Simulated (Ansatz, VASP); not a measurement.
One calculation of MgO, two programs

File INCAR:

```
SYSTEM = MgO
ALGO     = Normal         ! electronic algorithm
EDIFF    = 1E-7           ! SCF threshold, eV
ENCUT    = 520            ! plane-wave cutoff, eV
GGA      = PE             ! functional
ISIF     = 2              ! what is computed and relaxed
ISMEAR   = 0              ! smearing method
LASPH    = .True.         ! aspherical terms in the spheres
LCHARG   = .False.        ! write CHGCAR
LREAL    = .False.        ! projectors in reciprocal space
LWAVE    = .False.        ! write WAVECAR
NBANDS   = 16             ! bands
NELM     = 60             ! most SCF steps
PREC     = Accurate       ! precision mode
SIGMA    = 0.05           ! smearing width, eV
```

Contents of KPOINTS:

```
k-points
0
Gamma
  8 8 6
  0 0 0
```

POSCAR

```
MgO
1.0
    0.0000000000     -2.1351500000     -2.1351500000
    0.0000000000      2.1351500000     -2.1351500000
    4.2703000000      0.0000000000      0.0000000000
Mg O
2 2
Direct
    0.5000000000      0.5000000000      0.4970521058
    0.0000000000      0.0000000000      0.0029478942
    0.5000000000      0.5000000000     -0.0245884364
    0.0000000000      0.0000000000      0.5245884364
```

Input for Ansatz:

```yaml
crystal:
  lattice:
    - [0.0, -2.13515, -2.13515]
    - [0.0, 2.13515, -2.13515]
    - [4.2703, 0.0, 0.0]
  atoms:
    - { symbol: Mg, position: [0.5, 0.5, 0.4970521058] }
    - { symbol: Mg, position: [0.0, 0.0, 0.0029478942] }
    - { symbol: O, position: [0.5, 0.5, -0.0245884364] }
    - { symbol: O, position: [0.0, 0.0, 0.5245884364] }
basis:
  ecutwfc: 420
kpoints:
  mp_grid: { grid: [8, 8, 6] }
hamiltonian:
  xc: pbe
scf:
  occupations: { method: gaussian, width: 0.05 }
output:
  forces: true
  stress: true
  eigenvalues: true
```

Change from the starting cell: mode 12 (519.3 1/cm) frozen in, largest displacement +0.105 Å.

Alike in both runs: task single point; functional PBE; k mesh 8 × 8 × 6; occupations gaussian, width 0.05 eV; no spin polarisation.

|  | VASP | Ansatz |
| --- | --- | --- |
| version | VASP 6.6.1 | Ansatz 0.2.0 |
| potentials or method | VASP PAW PBE potentials, release 64 (Mg, O), cutoff 520 eV | scalar-relativistic, plane waves, PAW |
| valence electrons in the cell | 16 | 32 |

|  | VASP | Ansatz | Ansatz less VASP |
| --- | --- | --- | --- |
| gap on the k mesh at the Fermi level (eV) | 4.15 | 4.17 | +0.020 |
| least direct gap on the mesh (eV) | 4.15 | 4.17 | +0.020 |
| pressure (GPa) | -1.4 | -0.6 | +0.73 |
| traceless stress, the component that is largest in VASP (GPa) | 0.81 | 0.81 | +0.005 |
| rms of the force components (eV/Å) | 0.709 | 0.700 | -0.0090 |

Atom by atom the forces differ by 0.009 eV/Å (rms over components). The functional is the same, so the differences come from potentials, cutoffs and numerics. VASP's potentials hold 16 valence electrons a cell and Ansatz's 32, so a difference there can come from the potentials and not from the codes.
